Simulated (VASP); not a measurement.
# MgO2 (Pa-3) in VASP: a series of runs

The runs below take MgO2 through single point, with r2SCAN.

All numbers are computed with VASP 6.6.1; they aren't measurements. Logs are shortened: lines on timing, memory, paths and dates and some standing lists are left out, and cuts for length are marked.

### 1 The cell of the first run

The structure is cubic, space group Pa-3 (No. 205). Conventional cell: a = 4.834 Å, b = 4.834 Å, c = 4.834 Å, α = 90.00°, β = 90.00°, γ = 90.00°. Within 2.8 Å of Mg (site symmetry -3) lie 6 O at 2.08 Å. O (site symmetry 3) has 1 O at 1.49 Å within 2.0 Å.

### 2 Single point, r2SCAN

POSCAR

```
MgO2
1.0
    4.8341733786      0.0000000000      0.0000000000
    0.0000000000      4.8341733786      0.0000000000
    0.0000000000      0.0000000000      4.8341733786
Mg O
4 8
Direct
    0.0000000000      0.5000000000      0.5000000000
    0.5000000000      0.5000000000      0.0000000000
    0.5000000000      0.0000000000      0.5000000000
    0.0000000000      0.0000000000      0.0000000000
    0.4111698600      0.0888301400      0.9111698600
    0.0888301400      0.9111698600      0.4111698600
    0.9111698600      0.4111698600      0.0888301400
    0.5888301400      0.5888301400      0.5888301400
    0.4111698600      0.4111698600      0.4111698600
    0.0888301400      0.5888301400      0.9111698600
    0.9111698600      0.0888301400      0.5888301400
    0.5888301400      0.9111698600      0.0888301400
```

INCAR.step1

```
ALGO = Normal
EDIFF = 1E-4
ENCUT = 520
GGA = PE
ISMEAR = 0
LASPH = True
LCHARG = False
LREAL = False
LWAVE = True
NBANDS = 40
NELM = 100
PREC = Accurate
SIGMA = 0.02
```

INCAR.step2

```
ALGO = Normal
EDIFF = 1E-6
ENCUT = 520
ISIF = 2
ISMEAR = 0
ISTART = 1
LASPH = True
LCHARG = False
LMIXTAU = True
LREAL = False
LWAVE = False
METAGGA = R2SCAN
NBANDS = 40
NELM = 100
PREC = Accurate
SIGMA = 0.02
```

KPOINTS

```
k-points
0
Gamma
  6 6 6
```

Potentials or basis: VASP PAW PBE potentials, release 64 (Mg, O).

Command:

```
$ cat potpaw_PBE.64/Mg/POTCAR potpaw_PBE.64/O/POTCAR > POTCAR
$ cp INCAR.step1 INCAR
$ mpirun -np 1 vasp_std > vasp.out
$ cp INCAR.step2 INCAR
$ mpirun -np 1 vasp_std > vasp.out
```

OUTCAR:

```text
EDIFF = 1E-6
   ENCUT = 520
   ISIF = 2
   ISMEAR = 0
   ISTART = 1
   LASPH = True
   LREAL = False
   METAGGA = R2SCAN
   NELM = 100
   PREC = Accurate

 ion  position               nearest neighbor table
   1  0.000  0.500  0.500-   6 2.08   7 2.08   8 2.08   9 2.08  10 2.08  11 2.08   2 3.42   3 3.42
                             4 3.42   2 3.42   4 3.42   3 3.42   4 3.42   4 3.42   2 3.42   3 3.42
   2  0.500  0.500  0.000-   5 2.08   7 2.08   8 2.08   9 2.08  10 2.08  12 2.08   1 3.42   3 3.42
                             4 3.42   1 3.42   3 3.42   3 3.42   4 3.42   3 3.42   1 3.42   4 3.42
   3  0.500  0.000  0.500-   5 2.08   6 2.08   8 2.08   9 2.08  11 2.08  12 2.08   1 3.42   2 3.42
                             4 3.42   2 3.42   4 3.42   1 3.42   2 3.42   2 3.42   1 3.42   4 3.42
   4  0.000  0.000  0.000-   5 2.08   6 2.08   7 2.08  10 2.08  11 2.08  12 2.08   1 3.42   2 3.42
                             3 3.42   1 3.42   3 3.42   1 3.42   2 3.42   1 3.42   2 3.42   3 3.42
   5  0.411  0.089  0.911-  12 1.49   3 2.08   4 2.08   2 2.08
   6  0.089  0.911  0.411-  11 1.49   3 2.08   4 2.08   1 2.08
   7  0.911  0.411  0.089-  10 1.49   2 2.08   4 2.08   1 2.08
   8  0.589  0.589  0.589-   9 1.49   2 2.08   3 2.08   1 2.08
   9  0.411  0.411  0.411-   8 1.49   2 2.08   3 2.08   1 2.08
  10  0.089  0.589  0.911-   7 1.49   2 2.08   4 2.08   1 2.08
  11  0.911  0.089  0.589-   6 1.49   3 2.08   4 2.08   1 2.08
  12  0.589  0.911  0.089-   5 1.49   3 2.08   4 2.08   2 2.08

  LATTYP: Found a simple cubic cell.
 ALAT       =     4.8341733786

  Lattice vectors:

 A1 = (   4.8341733786,   0.0000000000,   0.0000000000)
 A2 = (   0.0000000000,   4.8341733786,   0.0000000000)
 A3 = (   0.0000000000,   0.0000000000,   4.8341733786)

Analysis of symmetry for initial positions (statically):
=====================================================================
 Subroutine PRICEL returns:
 Original cell was already a primitive cell.

 Routine SETGRP: Setting up the symmetry group for a
 simple cubic supercell.

 Subroutine GETGRP returns: Found 24 space group operations
 (whereof  6 operations were pure point group operations)
 out of a pool of 48 trial point group operations.

The static configuration has the point symmetry S_6 .
 The point group associated with its full space group is T_h .

Analysis of symmetry for dynamics (positions and initial velocities):
=====================================================================
 Subroutine PRICEL returns:
 Original cell was already a primitive cell.

 Routine SETGRP: Setting up the symmetry group for a
 simple cubic supercell.

 Subroutine GETGRP returns: Found 24 space group operations
 (whereof  6 operations were pure point group operations)
 out of a pool of 48 trial point group operations.

The dynamic configuration has the point symmetry S_6 .
 The point group associated with its full space group is T_h .

 Subroutine INISYM returns: Found 24 space group operations
 (whereof  6 operations are pure point group operations),
 and found     1 'primitive' translations

----------------------------------------------------------------------------------------

                                     Primitive cell

  volume of cell :     112.9709

  direct lattice vectors                    reciprocal lattice vectors
     4.834173379  0.000000000  0.000000000     0.206860599  0.000000000  0.000000000
     0.000000000  4.834173379  0.000000000     0.000000000  0.206860599  0.000000000
     0.000000000  0.000000000  4.834173379     0.000000000  0.000000000  0.206860599

  length of vectors
     4.834173379  4.834173379  4.834173379     0.206860599  0.206860599  0.206860599

  position of ions in fractional coordinates (direct lattice)
     0.000000000  0.500000000  0.500000000
     0.500000000  0.500000000  0.000000000
     0.500000000  0.000000000  0.500000000
     0.000000000  0.000000000  0.000000000
     0.411169860  0.088830140  0.911169860
     0.088830140  0.911169860  0.411169860
     0.911169860  0.411169860  0.088830140
     0.588830140  0.588830140  0.588830140
     0.411169860  0.411169860  0.411169860
     0.088830140  0.588830140  0.911169860
     0.911169860  0.088830140  0.588830140
     0.588830140  0.911169860  0.088830140

  ion indices of the primitive-cell ions
   primitive index   ion index
                 1           1
                 2           2
                 3           3
                 4           4
                 5           5
                 6           6
                 7           7
                 8           8
                 9           9
                10          10
                11          11
                12          12

----------------------------------------------------------------------------------------

 KPOINTS: k-points

Automatic generation of k-mesh.
 Grid dimensions read from file:
 generate k-points for:    6    6    6

 Generating k-lattice:

  Cartesian coordinates                     Fractional coordinates (reciprocal lattice)
     0.034476766  0.000000000  0.000000000     0.166666667  0.000000000  0.000000000
     0.000000000  0.034476766  0.000000000     0.000000000  0.166666667  0.000000000
     0.000000000  0.000000000  0.034476766     0.000000000  0.000000000  0.166666667

  Length of vectors
     0.034476766  0.034476766  0.034476766

  Shift w.r.t. Gamma in fractional coordinates (k-lattice)
     0.000000000  0.000000000  0.000000000

 Subroutine IBZKPT returns following result:
 ===========================================

 Found     24 irreducible k-points:

 Following reciprocal coordinates:
            Coordinates               Weight
  0.000000  0.000000  0.000000      1.000000
  0.166667  0.000000  0.000000      6.000000
  0.333333  0.000000  0.000000      6.000000
  0.500000  0.000000  0.000000      3.000000
  0.166667  0.166667  0.000000     12.000000
  0.333333  0.166667  0.000000     12.000000
[... 16 lines left out ...]
  0.500000  0.500000  0.333333      6.000000
  0.500000  0.500000  0.500000      1.000000
   k-points           NKPTS =     24   k-points in BZ     NKDIM =     24   number of bands    NBANDS=     40
   number of dos      NEDOS =    301   number of ions     NIONS =     12
   total plane-waves  NPLWV =  46656
   dimension x,y,z NGX =    36 NGY =   36 NGZ =   36
   dimension x,y,z NGXF=    72 NGYF=   72 NGZF=   72
   ions per type =               4   8
   NGX,Y,Z   is equivalent  to a cutoff of  12.38, 12.38, 12.38 a.u.
   NGXF,Y,Z  is equivalent  to a cutoff of  24.76, 24.76, 24.76 a.u.
 SYSTEM =  unknown system
   PREC   = accura    normal or accurate (medium, high low for compatibility)
   ISTART =      1    job   : 0-new  1-cont  2-samecut
   ICHARG =      0    charge: 1-file 2-atom 10-const
   ISPIN  =      1    spin polarized calculation?
   LNONCOLLINEAR =      F non collinear calculations
   LSORBIT =      F    spin-orbit coupling
   LASPH  =      T    aspherical Exc in radial PAW
   ENCUT  =  520.0 eV  38.22 Ry    6.18 a.u.   8.99  8.99  8.99*2*pi/ulx,y,z
   NELM   =    100;   NELMIN=  2; NELMDL=  0     # of ELM steps
   EDIFF  = 0.1E-05   stopping-criterion for ELM
   LREAL  =      F    real-space projection
   EDIFFG = 0.1E-04   stopping-criterion for IOM
   NSW    =      0    number of steps for IOM
   IBRION =     -1    ionic relax: 0-MD 1-quasi-New 2-CG
   NFREE  =      0    steps in history (QN), initial steepest desc. (CG)
   ISIF   =      2    stress and relaxation
   ISYM   =      2    0-nonsym 1-usesym 2-fastsym
   POTIM  = 0.5000    time-step for ionic-motion
   TEBEG  =    0.0;   TEEND  =   0.0 temperature during run
   PSTRESS=    0.0 pullay stress
   NELECT =      56.0000    total number of electrons
   NUPDOWN=      -1.0000    fix difference up-down
   EMIN   =  10.00;   EMAX   =-10.00  energy-range for DOS
   EFERMI =   0.00;   METHOD = LEGACY
   ISMEAR =     0;   SIGMA  =   0.02  broadening in eV -4-tet -1-fermi 0-gaus
   EFERMI_NEDOS =   21; number of points for ismear=-14 and -15
   IALGO  =     38    algorithm
   IMIX   =      4    mixing-type and parameters
     AMIX     =   0.40;   BMIX     =  1.00
     AMIX_MAG =   1.60;   BMIX_MAG =  1.00
  volume/ion in A,a.u.               =       9.41        63.53
  Fermi-wavevector in a.u.,A,eV,Ry     =   1.295633  2.448391 22.839617  1.678664
  Thomas-Fermi vector in A             =   2.427140
   LORBIT       =      0    0 simple, 1 ext, 2 COOP (PROOUT), +10 PAW based schemes
   METAGGA = R2SCAN    functional components
   LHFCALC =     F    Hartree Fock is set to
   AEXX    =    0.0000 exact exchange contribution
   IVDW    =     0    specifies the selected vdW correction
   LEPSILON=     F    determine dielectric tensor
   LRPA    =     F    only Hartree local field effects (RPA)
 non-spin polarized calculation
 Gauss-broadening in eV      SIGMA  =   0.02
  energy-cutoff  :      520.00
  volume of cell :      112.97
 maximum number of plane-waves:      3112
   NGX = 17   NGY = 17   NGZ = 17

 number of electron      56.0000092 magnetization

 Free energy of the ion-electron system (eV)
  ---------------------------------------------------
  ext. energy  EPLUGINS =         0.00000000
  ---------------------------------------------------
  free energy    TOTEN  =       -87.31748750 eV

  energy without entropy =      -87.31748750  energy(sigma->0) =      -87.31748750

 E-fermi :   2.6651     XC(G=0): -11.3459

 val. band max:        2.4839783798   @ k =   0.0000   0.0000   0.0000
 cond. band min:       7.1609497994   @ k =   0.3333   0.1667   0.1667
 fundamental gap:      4.6769714196
 Fermi energy:         2.6651091067

 k-point     1 :       0.0000    0.0000    0.0000
  band No.  band energies     occupation
      1     -19.7195      2.00000
      2     -18.9396      2.00000
      3     -18.9396      2.00000
      4     -18.9396      2.00000
      5     -13.0736      2.00000
      6     -13.0736      2.00000
[... 32 lines left out ...]
     39      15.2354      0.00000
     40      16.0887      0.00000

 k-point     2 :       0.1667    0.0000    0.0000
  band No.  band energies     occupation
      1     -19.6694      2.00000
      2     -18.9940      2.00000
      3     -18.9354      2.00000
      4     -18.9354      2.00000
      5     -13.0727      2.00000
      6     -13.0717      2.00000
[... 32 lines left out ...]
     39      15.2941      0.00000
     40      16.0443      0.00000

 k-point     3 :       0.3333    0.0000    0.0000
  band No.  band energies     occupation
      1     -19.5306      2.00000
      2     -19.1405      2.00000
      3     -18.9266      2.00000
      4     -18.9264      2.00000
      5     -13.0695      2.00000
      6     -13.0678      2.00000
[... 32 lines left out ...]
     39      15.5854      0.00000
     40      15.9123      0.00000

 k-point     4 :       0.5000    0.0000    0.0000
  band No.  band energies     occupation
      1     -19.3374      2.00000
      2     -19.3374      2.00000
      3     -18.9220      2.00000
      4     -18.9220      2.00000
      5     -13.0667      2.00000
      6     -13.0667      2.00000
[... 32 lines left out ...]
     39      15.6802      0.00000
     40      15.6802      0.00000
[... 772 lines left out ...]
     39      15.3241      0.00000
     40      15.3241      0.00000

 k-point    23 :       0.5000    0.5000    0.3333
  band No.  band energies     occupation
      1     -19.0980      2.00000
      2     -19.0980      2.00000
      3     -19.0980      2.00000
      4     -19.0980      2.00000
      5     -13.0793      2.00000
      6     -13.0793      2.00000
[... 32 lines left out ...]
     39      15.0184      0.00000
     40      15.0184      0.00000

 k-point    24 :       0.5000    0.5000    0.5000
  band No.  band energies     occupation
      1     -19.0921      2.00000
      2     -19.0921      2.00000
      3     -19.0921      2.00000
      4     -19.0921      2.00000
      5     -13.0978      2.00000
      6     -13.0978      2.00000
[... 32 lines left out ...]
     39      14.8895      0.00000
     40      14.8895      0.00000

------------------------ aborting loop because EDIFF is reached ----------------------------------------

  FORCE on cell =-STRESS in cart. coord.  units (eV):
  Direction    XX          YY          ZZ          XY          YZ          ZX
  --------------------------------------------------------------------------------------
  -------------------------------------------------------------------------------------
  Total       -0.1962151     -0.1962151     -0.1962151      0.0000000     -0.0000000     -0.0000000
  in kB       -2.7827637     -2.7827637     -2.7827637      0.0000000     -0.0000000     -0.0000000
  external PRESSURE =      -2.7827637 kB  Pullay stress =       0.0000000 kB

 VOLUME and BASIS-vectors are now :
 -----------------------------------------------------------------------------
  energy-cutoff  :      520.00
  volume of cell :      112.97
      direct lattice vectors                 reciprocal lattice vectors
     4.834173379  0.000000000  0.000000000     0.206860599  0.000000000  0.000000000
     0.000000000  4.834173379  0.000000000     0.000000000  0.206860599  0.000000000
     0.000000000  0.000000000  4.834173379     0.000000000  0.000000000  0.206860599

 POSITION                                       TOTAL-FORCE (eV/Angst)
 -----------------------------------------------------------------------------------
      0.00000      2.41709      2.41709        -0.000000     -0.000000     -0.000000
      2.41709      2.41709      0.00000        -0.000000     -0.000000     -0.000000
      2.41709      0.00000      2.41709        -0.000000     -0.000000     -0.000000
      0.00000      0.00000      0.00000        -0.000000     -0.000000     -0.000000
      1.98767      0.42942      4.40475        -0.158157      0.158157     -0.158157
      0.42942      4.40475      1.98767         0.158157     -0.158157     -0.158157
      4.40475      1.98767      0.42942        -0.158157     -0.158157      0.158157
      2.84651      2.84651      2.84651         0.158157      0.158157      0.158157
      1.98767      1.98767      1.98767        -0.158157     -0.158157     -0.158157
      0.42942      2.84651      4.40475         0.158157      0.158157     -0.158157
      4.40475      0.42942      2.84651        -0.158157      0.158157      0.158157
      2.84651      4.40475      0.42942         0.158157     -0.158157      0.158157
 -----------------------------------------------------------------------------------
    total drift:                                0.000000      0.000000      0.000000

  FREE ENERGIE OF THE ION-ELECTRON SYSTEM (eV)
  ---------------------------------------------------
  free  energy   TOTEN  =       -87.3174875048 eV

  energy  without entropy=      -87.3174875048  energy(sigma->0) =      -87.31748750
```

Run time: 9.5 min. Hardware: 1 thread of Intel Xeon Platinum 8259CL at 2.50GHz (Skylake/Cascade Lake), shared host; peak memory 0.25 GiB.

What came out:

| Property | Result |
| --- | --- |
| Free energy | -87.3175 eV |
| Pressure | -0.3 GPa |
| Largest force | 0.274 eV/Å |
| Band gap on the k mesh | 4.68 eV, indirect (least direct gap 4.81 eV) |

Forces in eV/Å, atoms in the order of the input:
```
Mg   0.000  0.000  0.000
Mg   0.000  0.000  0.000
Mg   0.000  0.000  0.000
Mg   0.000  0.000  0.000
O   -0.158  0.158 -0.158
O    0.158 -0.158 -0.158
O   -0.158 -0.158  0.158
O    0.158  0.158  0.158
O   -0.158 -0.158 -0.158
O    0.158  0.158 -0.158
O   -0.158  0.158  0.158
O    0.158 -0.158  0.158
```

Levels at points of the mesh, in eV from the valence-band top:
```
           k point  band 24  band 25  band 26  band 27  band 28  band 29  band 30  band 31  band 32  band 33
(0.00, 0.00, 0.00)    -0.49    -0.49    -0.49     0.00     0.00     5.34     5.34     5.34     5.36     7.36
(0.50, 0.00, 0.00)    -0.84    -0.71    -0.71    -0.13    -0.13     4.74     4.74     5.21     5.21     9.77
(0.50, 0.50, 0.00)    -0.67    -0.49    -0.49    -0.49    -0.49     4.96     4.96     4.96     4.96    10.54
(0.50, 0.50, 0.50)    -0.72    -0.56    -0.56    -0.56    -0.56     5.27     5.27     5.27     5.27    10.35
```

Caveat: the PAW data sets were made with another functional, which shifts forces and pressure a little.

(Part 1 of 2 ends here.)
